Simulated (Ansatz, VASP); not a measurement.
**AlN in VASP and in Ansatz**

```
Al N
1.0
     3.11200    0.00000    0.00000
    -1.55600    2.69507    0.00000
     0.00000    0.00000    4.98200
Al N
2 2
Cartesian
  0.0000 1.7967 0.0000
  1.5560 0.8984 2.4910
  0.0000 1.7967 2.4910
  1.5560 0.8984 4.9820
```

Alike in both runs: task single point; functional r2SCAN; k mesh 6 × 6 × 4; occupations gaussian, width 0.1 eV; no spin polarisation.

|  | VASP | Ansatz |
| --- | --- | --- |
| version | VASP 6.6.1 | Ansatz 0.2.0 |
| potentials or method | VASP PAW PBE potentials, release 64 (Al, N), cutoff 520 eV | scalar-relativistic, plane waves, PAW |
| valence electrons in the cell | 16 | 16 |

Ansatz gave:

* gap on the k mesh at the Fermi level (eV): 3.28
* least direct gap on the mesh (eV): 3.28
* pressure (GPa): 7.6
* traceless stress, the component that is largest in VASP (GPa): -19.29

Task: Which values does VASP return?

Result: gap on the k mesh at the Fermi level (eV): 3.29; least direct gap on the mesh (eV): 3.29; pressure (GPa): 7.4; traceless stress, the component that is largest in VASP (GPa): -19.57.

VASP's potentials were made for PBE, not for r2SCAN.
